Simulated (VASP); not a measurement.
# SiAg2HgSe4 (I-4) in VASP: single point with r2SCAN

Aim: the single point of SiAg2HgSe4 with r2SCAN.

Everything below comes from runs of VASP 6.6.1. Logs are shortened: lines on timing, memory, paths and dates and some standing lists are left out, and cuts for length are marked.

## Step 1: The cell of the first run

Symmetry: I-4, No. 82, tetragonal system. The conventional cell has a = 6.152 Å, b = 6.152 Å, c = 11.614 Å, α = 90.00°, β = 90.00°, γ = 90.00°. Ag (site symmetry -4) has 4 Se at 2.75 Å within 3.6 Å. Within 3.5 Å of Ag (site symmetry -4) lie 4 Se at 2.69 Å. Within 3.6 Å of Hg (site symmetry -4) lie 4 Se at 2.73 Å. Si (site symmetry -4) has 4 Se at 2.34 Å within 3.1 Å. Se (site symmetry 1) has 1 Si at 2.34 Å and 2 Ag at 2.69 to 2.75 Å and 1 Hg at 2.73 Å within 3.1 Å.

## Step 2: Single point, r2SCAN (27.47 Å³/atom)

Contents of POSCAR:

```
SiAg2HgSe4
1.0
   -3.0760290675      3.0760290675      5.8069392569
    3.0760290675     -3.0760290675      5.8069392569
    3.0760290675      3.0760290675     -5.8069392569
Ag Hg Si Se
2 1 1 4
Direct
    0.0000000000      0.0000000000      0.0000000000
    0.7500000000      0.2500000000      0.5000000000
    0.2500000000      0.7500000000      0.5000000000
    0.5000000000      0.5000000000      0.0000000000
    0.1616127497      0.6066484088      0.9937243983
    0.3933515912      0.3870759896      0.5549643409
    0.6129240104      0.1678883513      0.0062756017
    0.8321116487      0.8383872503      0.4450356591
```

Contents of INCAR.step1:

```
SYSTEM = SiAg2HgSe4
PREC = Accurate
ENCUT = 520
ISMEAR = 0
SIGMA = 0.01
LREAL = .FALSE.
LASPH = .TRUE.
NELM = 80
NBANDS = 41
GGA = PE
ALGO = Normal
EDIFF = 1E-4
LWAVE = .TRUE.
LCHARG = .FALSE.
```

Contents of INCAR.step2:

```
SYSTEM = SiAg2HgSe4
PREC = Accurate
ENCUT = 520
EDIFF = 1E-7
ISMEAR = 0
SIGMA = 0.01
LREAL = .FALSE.
LASPH = .TRUE.
NELM = 80
ALGO = Normal
ISIF = 2
LWAVE = .FALSE.
LCHARG = .FALSE.
METAGGA = R2SCAN
LMIXTAU = .TRUE.
NBANDS = 41
ISTART = 1
```

Contents of KPOINTS:

```
regular mesh
0
G
  6 6 6
  0 0 0
```

Potentials or basis: VASP PAW PBE potentials, release 64 (Ag, Hg, Si, Se).

Launch:

```sh
$ cat potpaw_PBE.64/Ag/POTCAR potpaw_PBE.64/Hg/POTCAR potpaw_PBE.64/Si/POTCAR potpaw_PBE.64/Se/POTCAR > POTCAR
$ cp INCAR.step1 INCAR
$ mpirun -np 1 vasp_std > vasp.out
$ cp INCAR.step2 INCAR
$ mpirun -np 1 vasp_std > vasp.out
```

OUTCAR:

```text
SYSTEM = SiAg2HgSe4
   PREC = Accurate
   ENCUT = 520
   EDIFF = 1E-7
   ISMEAR = 0
   LREAL = .FALSE.
   LASPH = .TRUE.
   NELM = 80
   ISIF = 2
   METAGGA = R2SCAN
   ISTART = 1

 ion  position               nearest neighbor table
   1  0.000  0.000  0.000-   5 2.75   6 2.75   8 2.75   7 2.75
   2  0.750  0.250  0.500-   7 2.69   5 2.69   8 2.69   6 2.69
   3  0.250  0.750  0.500-   6 2.73   8 2.73   7 2.73   5 2.73
   4  0.500  0.500  0.000-   5 2.34   6 2.34   8 2.34   7 2.34
   5  0.162  0.607  0.994-   4 2.34   2 2.69   3 2.73   1 2.75
   6  0.393  0.387  0.555-   4 2.34   2 2.69   3 2.73   1 2.75
   7  0.613  0.168  0.006-   4 2.34   2 2.69   3 2.73   1 2.75
   8  0.832  0.838  0.445-   4 2.34   2 2.69   3 2.73   1 2.75

  LATTYP: Found a body centered tetragonal cell.
 ALAT       =     6.1520581350
 C/A-ratio  =     1.8878037657

  Lattice vectors:

 A1 = (  -3.0760290675,   3.0760290675,   5.8069392569)
 A2 = (   3.0760290675,  -3.0760290675,   5.8069392569)
 A3 = (   3.0760290675,   3.0760290675,  -5.8069392569)

Analysis of symmetry for initial positions (statically):
=====================================================================
 Subroutine PRICEL returns:
 Original cell was already a primitive cell.

 Routine SETGRP: Setting up the symmetry group for a
 body centered tetragonal supercell.

 Subroutine GETGRP returns: Found  4 space group operations
 (whereof  4 operations were pure point group operations)
 out of a pool of 16 trial point group operations.

The static configuration has the point symmetry S_4 .

Analysis of symmetry for dynamics (positions and initial velocities):
=====================================================================
 Subroutine PRICEL returns:
 Original cell was already a primitive cell.

 Routine SETGRP: Setting up the symmetry group for a
 body centered tetragonal supercell.

 Subroutine GETGRP returns: Found  4 space group operations
 (whereof  4 operations were pure point group operations)
 out of a pool of 16 trial point group operations.

The dynamic configuration has the point symmetry S_4 .

 Subroutine INISYM returns: Found  4 space group operations
 (whereof  4 operations are pure point group operations),
 and found     1 'primitive' translations

----------------------------------------------------------------------------------------

                                     Primitive cell

  volume of cell :     219.7800

  direct lattice vectors                    reciprocal lattice vectors
    -3.076029067  3.076029067  5.806939257     0.000000000  0.162547229  0.086103880
     3.076029067 -3.076029067  5.806939257     0.162547229  0.000000000  0.086103880
     3.076029067  3.076029067 -5.806939257     0.162547229  0.162547229  0.000000000

  length of vectors
     7.255649742  7.255649742  7.255649742     0.183944230  0.183944230  0.229876495

  position of ions in fractional coordinates (direct lattice)
     0.000000000  0.000000000  0.000000000
     0.750000000  0.250000000  0.500000000
     0.250000000  0.750000000  0.500000000
     0.500000000  0.500000000  0.000000000
     0.161612750  0.606648409  0.993724398
     0.393351591  0.387075990  0.554964341
     0.612924010  0.167888351  0.006275602
     0.832111649  0.838387250  0.445035659

  ion indices of the primitive-cell ions
   primitive index   ion index
                 1           1
                 2           2
                 3           3
                 4           4
                 5           5
                 6           6
                 7           7
                 8           8

----------------------------------------------------------------------------------------

 KPOINTS: regular mesh

Automatic generation of k-mesh.
 Grid dimensions read from file:
 generate k-points for:    6    6    6

 Generating k-lattice:

  Cartesian coordinates                     Fractional coordinates (reciprocal lattice)
     0.000000000  0.027091205  0.014350647     0.166666667  0.000000000 -0.000000000
     0.027091205  0.000000000  0.014350647     0.000000000  0.166666667 -0.000000000
     0.027091205  0.027091205  0.000000000     0.000000000  0.000000000  0.166666667

  Length of vectors
     0.030657372  0.030657372  0.038312749

  Shift w.r.t. Gamma in fractional coordinates (k-lattice)
     0.000000000  0.000000000  0.000000000

 Subroutine IBZKPT returns following result:
 ===========================================

 Found     36 irreducible k-points:

 Following reciprocal coordinates:
            Coordinates               Weight
  0.000000  0.000000  0.000000      1.000000
  0.166667 -0.000000  0.000000      8.000000
  0.333333 -0.000000  0.000000      8.000000
  0.500000  0.000000 -0.000000      4.000000
  0.166667  0.166667  0.000000      8.000000
  0.333333  0.166667  0.000000      8.000000
[... 16 lines left out ...]
  0.333333 -0.333333  0.166667      4.000000
 -0.166667  0.333333  0.166667      8.000000
 [... further k-points ...]
   k-points           NKPTS =     36   k-points in BZ     NKDIM =     36   number of bands    NBANDS=     41
   number of dos      NEDOS =    301   number of ions     NIONS =      8
   total plane-waves  NPLWV = 157464
   dimension x,y,z NGX =    54 NGY =   54 NGZ =   54
   dimension x,y,z NGXF=   108 NGYF=  108 NGZF=  108
   ions per type =               2   1   1   4
   NGX,Y,Z   is equivalent  to a cutoff of  12.37, 12.37, 12.37 a.u.
   NGXF,Y,Z  is equivalent  to a cutoff of  24.75, 24.75, 24.75 a.u.
 SYSTEM =  SiAg2HgSe4
   PREC   = accura    normal or accurate (medium, high low for compatibility)
   ISTART =      1    job   : 0-new  1-cont  2-samecut
   ICHARG =      0    charge: 1-file 2-atom 10-const
   ISPIN  =      1    spin polarized calculation?
   LNONCOLLINEAR =      F non collinear calculations
   LSORBIT =      F    spin-orbit coupling
   LASPH  =      T    aspherical Exc in radial PAW
   ENCUT  =  520.0 eV  38.22 Ry    6.18 a.u.  13.49 13.49 13.49*2*pi/ulx,y,z
   NELM   =     80;   NELMIN=  2; NELMDL=  0     # of ELM steps
   EDIFF  = 0.1E-06   stopping-criterion for ELM
   LREAL  =      F    real-space projection
   EDIFFG = 0.1E-05   stopping-criterion for IOM
   NSW    =      0    number of steps for IOM
   IBRION =     -1    ionic relax: 0-MD 1-quasi-New 2-CG
   NFREE  =      0    steps in history (QN), initial steepest desc. (CG)
   ISIF   =      2    stress and relaxation
   ISYM   =      2    0-nonsym 1-usesym 2-fastsym
   POTIM  = 0.5000    time-step for ionic-motion
   TEBEG  =    0.0;   TEEND  =   0.0 temperature during run
   PSTRESS=    0.0 pullay stress
   NELECT =      62.0000    total number of electrons
   NUPDOWN=      -1.0000    fix difference up-down
   EMIN   =  10.00;   EMAX   =-10.00  energy-range for DOS
   EFERMI =   0.00;   METHOD = LEGACY
   ISMEAR =     0;   SIGMA  =   0.01  broadening in eV -4-tet -1-fermi 0-gaus
   EFERMI_NEDOS =   21; number of points for ismear=-14 and -15
   IALGO  =     38    algorithm
   IMIX   =      4    mixing-type and parameters
     AMIX     =   0.40;   BMIX     =  1.00
     AMIX_MAG =   1.60;   BMIX_MAG =  1.00
  volume/ion in A,a.u.               =      27.47       185.39
  Fermi-wavevector in a.u.,A,eV,Ry     =   1.073683  2.028966 15.684726  1.152795
  Thomas-Fermi vector in A             =   2.209489
   LORBIT       =      0    0 simple, 1 ext, 2 COOP (PROOUT), +10 PAW based schemes
   METAGGA = R2SCAN    functional components
   LHFCALC =     F    Hartree Fock is set to
   AEXX    =    0.0000 exact exchange contribution
   IVDW    =     0    specifies the selected vdW correction
   LEPSILON=     F    determine dielectric tensor
   LRPA    =     F    only Hartree local field effects (RPA)
 non-spin polarized calculation
 Gauss-broadening in eV      SIGMA  =   0.01
  energy-cutoff  :      520.00
  volume of cell :      219.78
 maximum number of plane-waves:      5944
 NGX is ok and might be reduce to    54
   NGX = 27   NGY = 27   NGZ = 27

 number of electron      62.0000006 magnetization

 Free energy of the ion-electron system (eV)
  ---------------------------------------------------
  ext. energy  EPLUGINS =         0.00000000
  ---------------------------------------------------
  free energy    TOTEN  =      -160.52214101 eV

  energy without entropy =     -160.52214101  energy(sigma->0) =     -160.52214101

 E-fermi :   2.0042     XC(G=0):  -9.3721

 val. band max:        1.9464451186   @ k =  -0.1667   0.3333   0.1667
 cond. band min:       2.5086591172   @ k =   0.0000   0.0000   0.0000
 fundamental gap:      0.5622139986
 Fermi energy:         2.0042405368

 k-point     1 :       0.0000    0.0000    0.0000
  band No.  band energies     occupation
      1     -12.0766      2.00000
      2     -10.8951      2.00000
      3     -10.8951      2.00000
      4     -10.8455      2.00000
      5      -5.6991      2.00000
      6      -4.5715      2.00000
[... 33 lines left out ...]
     40       7.7796      0.00000
     41       7.7796      0.00000

 k-point     2 :       0.1667   -0.0000    0.0000
  band No.  band energies     occupation
      1     -12.0378      2.00000
      2     -10.9302      2.00000
      3     -10.9044      2.00000
      4     -10.8596      2.00000
      5      -5.6765      2.00000
      6      -4.5621      2.00000
[... 33 lines left out ...]
     40       7.9522      0.00000
     41       8.0778      0.00000

 k-point     3 :       0.3333   -0.0000    0.0000
  band No.  band energies     occupation
      1     -11.9497      2.00000
      2     -11.0169      2.00000
      3     -10.9197      2.00000
      4     -10.8848      2.00000
      5      -5.6388      2.00000
      6      -4.5832      2.00000
[... 875 lines left out ...]
      2     -11.0433      2.00000
      3     -10.9782      2.00000
      4     -10.8892      2.00000
      5      -5.6218      2.00000
      6      -4.6000      2.00000
[... 33 lines left out ...]
     40       8.2844      0.00000
     41       8.6034      0.00000

 k-point    24 :      -0.1667    0.3333    0.1667
  band No.  band energies     occupation
      1     -11.8985      2.00000
      2     -11.0523      2.00000
      3     -10.9651      2.00000
      4     -10.8749      2.00000
      5      -5.6229      2.00000
      6      -4.6173      2.00000
[... 33 lines left out ...]
     40       8.0178      0.00000
     41       8.2241      0.00000

 [... further k-points ...]

------------------------ aborting loop because EDIFF is reached ----------------------------------------

  FORCE on cell =-STRESS in cart. coord.  units (eV):
  Direction    XX          YY          ZZ          XY          YZ          ZX
  --------------------------------------------------------------------------------------
  -------------------------------------------------------------------------------------
  Total       -4.1004559     -4.1004559     -3.8233721     -0.0000001      0.0000000      0.0000000
  in kB      -29.8919729    -29.8919729    -27.8720560     -0.0000010      0.0000000      0.0000000
  external PRESSURE =     -29.2186673 kB  Pullay stress =       0.0000000 kB

 VOLUME and BASIS-vectors are now :
 -----------------------------------------------------------------------------
  energy-cutoff  :      520.00
  volume of cell :      219.78
      direct lattice vectors                 reciprocal lattice vectors
    -3.076029067  3.076029067  5.806939257     0.000000000  0.162547229  0.086103880
     3.076029067 -3.076029067  5.806939257     0.162547229  0.000000000  0.086103880
     3.076029067  3.076029067 -5.806939257     0.162547229  0.162547229  0.000000000

 POSITION                                       TOTAL-FORCE (eV/Angst)
 -----------------------------------------------------------------------------------
      0.00000      0.00000      0.00000        -0.000000      0.000000      0.000000
      0.00000      3.07603      2.90347        -0.000000      0.000000      0.000000
      3.07603      0.00000      2.90347        -0.000000     -0.000000      0.000000
      0.00000      0.00000      5.80694        -0.000000      0.000000      0.000000
      4.42567      1.68778     -1.30925        -0.138370      0.157232      0.107923
      1.68778      1.72639      1.30925         0.157232      0.138370     -0.107923
     -1.34964      1.38825      4.49769         0.138370     -0.157232      0.107923
      1.38825      1.34964      7.11619        -0.157232     -0.138370     -0.107923
 -----------------------------------------------------------------------------------
    total drift:                               -0.000003     -0.000004     -0.000003

  FREE ENERGIE OF THE ION-ELECTRON SYSTEM (eV)
  ---------------------------------------------------
  free  energy   TOTEN  =      -160.5221410080 eV

  energy  without entropy=     -160.5221410080  energy(sigma->0) =     -160.52214101
```

Wall time 65 min (1 thread of Intel Xeon 8259CL, shared host); peak memory 0.65 GiB.

What came out:

| Item | Value |
| --- | --- |
| Free energy | -160.5221 eV |
| Pressure | -2.9 GPa |
| Largest force | 0.236 eV/Å |
| Band gap on the k mesh | 0.56 eV (least direct gap 0.64 eV) |

Forces in eV/Å, atoms in the order of the input:
```
Ag   0.000  0.000  0.000
Ag   0.000  0.000  0.000
Hg   0.000  0.000  0.000
Si   0.000  0.000  0.000
Se  -0.138  0.157  0.108
Se   0.157  0.138 -0.108
Se   0.138 -0.157  0.108
Se  -0.157 -0.138 -0.108
```

Stress tensor (GPa, compression positive):
```
-2.99  0.00  0.00
 0.00 -2.99  0.00
 0.00  0.00 -2.79
```

Levels at points of the mesh, in eV from the valence-band top:
```csv
k point,band 28,band 29,band 30,band 31,band 32,band 33,band 34,band 35
"(0.00, 0.00, 0.00)",-1.50,-0.09,-0.08,-0.08,0.56,3.07,3.10,4.62
"(0.50, 0.00, 0.00)",-1.15,-0.91,-0.74,-0.09,2.11,3.30,3.83,4.47
"(0.50, 0.50, 0.00)",-0.91,-0.65,-0.19,-0.12,1.64,2.09,2.85,4.45
"(0.50, 0.50, 0.50)",-1.07,-1.07,-0.70,-0.70,2.32,2.83,3.39,3.39
```

Caveat: the PAW data sets were made with another functional, which shifts forces and pressure a little; spin-orbit coupling is left out, which moves the levels of the heavy elements.
